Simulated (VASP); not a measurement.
# Al7Si (Fm-3m) in VASP: single point with PBE

Aim: the single point of Al7Si with PBE.

All numbers are computed with VASP 6.6.1; they aren't measurements. Logs are shortened: lines on timing, memory, paths and dates and some standing lists are left out, and cuts for length are marked.

## 1. The cell of the first run

The structure is cubic, space group Fm-3m (No. 225). Conventional cell: a = 8.297 Å, b = 8.297 Å, c = 8.297 Å, α = 90.00°, β = 90.00°, γ = 90.00°. Al (site symmetry mmm) has 10 Al at 2.93 Å and 2 Si at 2.93 Å within 3.9 Å. Within 3.9 Å of Al (site symmetry m-3m) lie 12 Al at 2.93 Å. Within 3.9 Å of Si (site symmetry m-3m) lie 12 Al at 2.93 Å.

## 2. Single point, PBE (17.85 Å³/atom)

File INCAR:

```
PREC = Accurate
ENCUT = 520
EDIFF = 1E-6
ISMEAR = 0
SIGMA = 0.1
LREAL = False
LASPH = True
NELM = 100
ALGO = Normal
ISIF = 2
LWAVE = False
LCHARG = False
GGA = PE
NBANDS = 22
```

File KPOINTS:

```
Automatic mesh
0
Gamma
  8 8 8
```

File POSCAR:

```
Al7Si
1.0
    0.0000000000      4.1483362184      4.1483362184
    4.1483362184      0.0000000000      4.1483362184
    4.1483362184      4.1483362184      0.0000000000
Al Si
7 1
Direct
    0.0000000000      0.0000000000      0.5000000000
    0.0000000000      0.5000000000      0.0000000000
    0.0000000000      0.5000000000      0.5000000000
    0.5000000000      0.0000000000      0.0000000000
    0.5000000000      0.0000000000      0.5000000000
    0.5000000000      0.5000000000      0.0000000000
    0.5000000000      0.5000000000      0.5000000000
    0.0000000000      0.0000000000      0.0000000000
```

Potentials or basis: VASP PAW PBE potentials, release 64 (Al, Si).

On the command line:

```console
$ cat potpaw_PBE.64/Al/POTCAR potpaw_PBE.64/Si/POTCAR > POTCAR
$ mpirun -np 1 vasp_std > vasp.out
```

OUTCAR:

```text
PREC = Accurate
   ENCUT = 520
   EDIFF = 1E-6
   ISMEAR = 0
   LREAL = False
   LASPH = True
   NELM = 100
   ISIF = 2
   GGA = PE

 ion  position               nearest neighbor table
   1  0.000  0.000  0.500-   3 2.93   5 2.93   8 2.93   2 2.93   4 2.93   8 2.93   2 2.93   3 2.93
                             7 2.93   4 2.93   5 2.93   7 2.93
   2  0.000  0.500  0.000-   3 2.93   6 2.93   8 2.93   1 2.93   3 2.93   7 2.93   1 2.93   4 2.93
                             8 2.93   4 2.93   6 2.93   7 2.93
   3  0.000  0.500  0.500-   1 2.93   2 2.93   7 2.93   2 2.93   6 2.93   8 2.93   1 2.93   5 2.93
                             8 2.93   5 2.93   6 2.93   7 2.93
   4  0.500  0.000  0.000-   5 2.93   6 2.93   8 2.93   1 2.93   5 2.93   7 2.93   2 2.93   6 2.93
                             7 2.93   1 2.93   2 2.93   8 2.93
   5  0.500  0.000  0.500-   1 2.93   4 2.93   7 2.93   4 2.93   6 2.93   8 2.93   3 2.93   6 2.93
                             7 2.93   1 2.93   3 2.93   8 2.93
   6  0.500  0.500  0.000-   2 2.93   4 2.93   7 2.93   3 2.93   5 2.93   7 2.93   4 2.93   5 2.93
                             8 2.93   2 2.93   3 2.93   8 2.93
   7  0.500  0.500  0.500-   3 2.93   5 2.93   6 2.93   2 2.93   4 2.93   6 2.93   1 2.93   4 2.93
                             5 2.93   1 2.93   2 2.93   3 2.93
   8  0.000  0.000  0.000-   1 2.93   2 2.93   4 2.93   1 2.93   3 2.93   5 2.93   2 2.93   3 2.93
                             6 2.93   4 2.93   5 2.93   6 2.93

  LATTYP: Found a face centered cubic cell.
 ALAT       =     8.2966724368

  Lattice vectors:

 A1 = (   0.0000000000,   4.1483362184,   4.1483362184)
 A2 = (   4.1483362184,   0.0000000000,   4.1483362184)
 A3 = (   4.1483362184,   4.1483362184,   0.0000000000)

Analysis of symmetry for initial positions (statically):
=====================================================================
 Subroutine PRICEL returns:
 Original cell was already a primitive cell.

 Routine SETGRP: Setting up the symmetry group for a
 face centered cubic supercell.

 Subroutine GETGRP returns: Found 48 space group operations
 (whereof 48 operations were pure point group operations)
 out of a pool of 48 trial point group operations.

The static configuration has the point symmetry O_h .

Analysis of symmetry for dynamics (positions and initial velocities):
=====================================================================
 Subroutine PRICEL returns:
 Original cell was already a primitive cell.

 Routine SETGRP: Setting up the symmetry group for a
 face centered cubic supercell.

 Subroutine GETGRP returns: Found 48 space group operations
 (whereof 48 operations were pure point group operations)
 out of a pool of 48 trial point group operations.

The dynamic configuration has the point symmetry O_h .

 Subroutine INISYM returns: Found 48 space group operations
 (whereof 48 operations are pure point group operations),
 and found     1 'primitive' translations

----------------------------------------------------------------------------------------

                                     Primitive cell

  volume of cell :     142.7749

  direct lattice vectors                    reciprocal lattice vectors
     0.000000000  4.148336218  4.148336218    -0.120530250  0.120530250  0.120530250
     4.148336218  0.000000000  4.148336218     0.120530250 -0.120530250  0.120530250
     4.148336218  4.148336218  0.000000000     0.120530250  0.120530250 -0.120530250

  length of vectors
     5.866633341  5.866633341  5.866633341     0.208764516  0.208764516  0.208764516

  position of ions in fractional coordinates (direct lattice)
     0.000000000  0.000000000  0.500000000
     0.000000000  0.500000000  0.000000000
     0.000000000  0.500000000  0.500000000
     0.500000000  0.000000000  0.000000000
     0.500000000  0.000000000  0.500000000
     0.500000000  0.500000000  0.000000000
     0.500000000  0.500000000  0.500000000
     0.000000000  0.000000000  0.000000000

  ion indices of the primitive-cell ions
   primitive index   ion index
                 1           1
                 2           2
                 3           3
                 4           4
                 5           5
                 6           6
                 7           7
                 8           8

----------------------------------------------------------------------------------------

 KPOINTS: Automatic mesh

Automatic generation of k-mesh.
 Grid dimensions read from file:
 generate k-points for:    8    8    8

 Generating k-lattice:

  Cartesian coordinates                     Fractional coordinates (reciprocal lattice)
    -0.015066281  0.015066281  0.015066281     0.125000000  0.000000000  0.000000000
     0.015066281 -0.015066281  0.015066281     0.000000000  0.125000000  0.000000000
     0.015066281  0.015066281 -0.015066281     0.000000000  0.000000000  0.125000000

  Length of vectors
     0.026095565  0.026095565  0.026095565

  Shift w.r.t. Gamma in fractional coordinates (k-lattice)
     0.000000000  0.000000000  0.000000000

 Subroutine IBZKPT returns following result:
 ===========================================

 Found     29 irreducible k-points:

 Following reciprocal coordinates:
            Coordinates               Weight
  0.000000  0.000000  0.000000      1.000000
  0.125000  0.000000  0.000000      8.000000
  0.250000  0.000000  0.000000      8.000000
  0.375000  0.000000  0.000000      8.000000
  0.500000  0.000000  0.000000      4.000000
  0.125000  0.125000  0.000000      6.000000
[... 16 lines left out ...]
  0.500000  0.250000  0.125000     48.000000
 -0.375000  0.250000  0.125000     24.000000
 [... further k-points ...]
   k-points           NKPTS =     29   k-points in BZ     NKDIM =     29   number of bands    NBANDS=     22
   number of dos      NEDOS =    301   number of ions     NIONS =      8
   total plane-waves  NPLWV = 110592
   dimension x,y,z NGX =    48 NGY =   48 NGZ =   48
   dimension x,y,z NGXF=    96 NGYF=   96 NGZF=   96
   ions per type =               7   1
   NGX,Y,Z   is equivalent  to a cutoff of  13.60, 13.60, 13.60 a.u.
   NGXF,Y,Z  is equivalent  to a cutoff of  27.20, 27.20, 27.20 a.u.
 SYSTEM =  unknown system
   PREC   = accura    normal or accurate (medium, high low for compatibility)
   ISTART =      0    job   : 0-new  1-cont  2-samecut
   ICHARG =      2    charge: 1-file 2-atom 10-const
   ISPIN  =      1    spin polarized calculation?
   LNONCOLLINEAR =      F non collinear calculations
   LSORBIT =      F    spin-orbit coupling
   LASPH  =      T    aspherical Exc in radial PAW
   ENCUT  =  520.0 eV  38.22 Ry    6.18 a.u.  10.91 10.91 10.91*2*pi/ulx,y,z
   NELM   =    100;   NELMIN=  2; NELMDL= -5     # of ELM steps
   EDIFF  = 0.1E-05   stopping-criterion for ELM
   LREAL  =      F    real-space projection
   EDIFFG = 0.1E-04   stopping-criterion for IOM
   NSW    =      0    number of steps for IOM
   IBRION =     -1    ionic relax: 0-MD 1-quasi-New 2-CG
   NFREE  =      0    steps in history (QN), initial steepest desc. (CG)
   ISIF   =      2    stress and relaxation
   ISYM   =      2    0-nonsym 1-usesym 2-fastsym
   POTIM  = 0.5000    time-step for ionic-motion
   TEBEG  =    0.0;   TEEND  =   0.0 temperature during run
   PSTRESS=    0.0 pullay stress
   NELECT =      25.0000    total number of electrons
   NUPDOWN=      -1.0000    fix difference up-down
   EMIN   =  10.00;   EMAX   =-10.00  energy-range for DOS
   EFERMI =   0.00;   METHOD = LEGACY
   ISMEAR =     0;   SIGMA  =   0.10  broadening in eV -4-tet -1-fermi 0-gaus
   EFERMI_NEDOS =   21; number of points for ismear=-14 and -15
   IALGO  =     38    algorithm
   IMIX   =      4    mixing-type and parameters
     AMIX     =   0.40;   BMIX     =  1.00
     AMIX_MAG =   1.60;   BMIX_MAG =  1.00
  volume/ion in A,a.u.               =      17.85       120.44
  Fermi-wavevector in a.u.,A,eV,Ry     =   0.915878  1.730758 11.413005  0.838832
  Thomas-Fermi vector in A             =   2.040669
   LORBIT       =      0    0 simple, 1 ext, 2 COOP (PROOUT), +10 PAW based schemes
   GGA     = PE    functional components
   LHFCALC =     F    Hartree Fock is set to
   AEXX    =    0.0000 exact exchange contribution
   IVDW    =     0    specifies the selected vdW correction
   LEPSILON=     F    determine dielectric tensor
   LRPA    =     F    only Hartree local field effects (RPA)
 non-spin polarized calculation
 Gauss-broadening in eV      SIGMA  =   0.10
  energy-cutoff  :      520.00
  volume of cell :      142.77
 maximum number of plane-waves:      3874
 NGX is ok and might be reduce to    48
   NGX = 21   NGY = 21   NGZ = 21

 number of electron      25.0000000 magnetization

 Free energy of the ion-electron system (eV)
  ---------------------------------------------------
  ext. energy  EPLUGINS =         0.00000000
  ---------------------------------------------------
  free energy    TOTEN  =       -30.94847066 eV

  energy without entropy =      -30.93079094  energy(sigma->0) =      -30.93963080

 E-fermi :   7.2922     XC(G=0):  -9.9690

 val. band max:        7.2905961031   @ k =   0.5000   0.2500   0.0000
 cond. band min:       7.3268162061   @ k =  -0.2500   0.1250   0.0000
 fundamental gap:      0.0362201029
 Fermi energy:         7.2921922725

 k-point     1 :       0.0000    0.0000    0.0000
  band No.  band energies     occupation
      1      -3.7243      2.00000
      2       1.2248      2.00000
      3       2.6578      2.00000
      4       2.6578      2.00000
      5       2.6578      2.00000
      6       2.9816      2.00000
[... 14 lines left out ...]
     21      12.4254      0.00000
     22      12.5190      0.00000

 k-point     2 :       0.1250    0.0000    0.0000
  band No.  band energies     occupation
      1      -3.6276      2.00000
      2       0.7788      2.00000
      3       1.8885      2.00000
      4       2.3737      2.00000
      5       2.3737      2.00000
      6       3.1070      2.00000
[... 14 lines left out ...]
     21      12.6061      0.00000
     22      13.1792      0.00000
[... 523 lines left out ...]
     21      11.4711      0.00000
     22      11.6695      0.00000

 k-point    24 :      -0.3750    0.2500    0.1250
  band No.  band energies     occupation
      1      -2.2477      2.00000
      2      -1.5279      2.00000
      3       0.1026      2.00000
      4       0.5750      2.00000
      5       2.3190      2.00000
      6       2.4926      2.00000
[... 14 lines left out ...]
     21      10.8334      0.00000
     22      10.9537      0.00000

 [... further k-points ...]
[... 5 lines left out ...]
  --------------------------------------------------------------------------------------
  -------------------------------------------------------------------------------------
  Total       -5.2499419     -5.2499419     -5.2499419     -0.0000000     -0.0000000      0.0000000
  in kB      -58.9132854    -58.9132854    -58.9132854     -0.0000000     -0.0000000      0.0000000
  external PRESSURE =     -58.9132854 kB  Pullay stress =       0.0000000 kB

 VOLUME and BASIS-vectors are now :
 -----------------------------------------------------------------------------
  energy-cutoff  :      520.00
  volume of cell :      142.77
      direct lattice vectors                 reciprocal lattice vectors
     0.000000000  4.148336218  4.148336218    -0.120530250  0.120530250  0.120530250
     4.148336218  0.000000000  4.148336218     0.120530250 -0.120530250  0.120530250
     4.148336218  4.148336218  0.000000000     0.120530250  0.120530250 -0.120530250

 POSITION                                       TOTAL-FORCE (eV/Angst)
 -----------------------------------------------------------------------------------
      2.07417      2.07417      0.00000        -0.000000     -0.000000      0.000000
      2.07417      0.00000      2.07417         0.000000     -0.000000      0.000000
      4.14834      2.07417      2.07417        -0.000000      0.000000     -0.000000
      0.00000      2.07417      2.07417         0.000000      0.000000     -0.000000
      2.07417      4.14834      2.07417        -0.000000      0.000000      0.000000
      2.07417      2.07417      4.14834        -0.000000      0.000000     -0.000000
      4.14834      4.14834      4.14834        -0.000000     -0.000000     -0.000000
      0.00000      0.00000      0.00000        -0.000000     -0.000000     -0.000000
 -----------------------------------------------------------------------------------
    total drift:                               -0.000000     -0.000000     -0.000000

  FREE ENERGIE OF THE ION-ELECTRON SYSTEM (eV)
  ---------------------------------------------------
  free  energy   TOTEN  =       -30.9484706601 eV

  energy  without entropy=      -30.9307909423  energy(sigma->0) =      -30.93963080
```

Run time: 98 s. Hardware: 1 thread of Intel Xeon 8259CL, shared host; peak memory 0.33 GiB.

Results:

```yaml
Free_energy: -30.9485 eV
Pressure: -5.9 GPa
Band_gap_on_the_k_mesh: zero (an odd number of electrons rules out a gap without spin polarisation)
```

Caveat: the cell stands under tension.
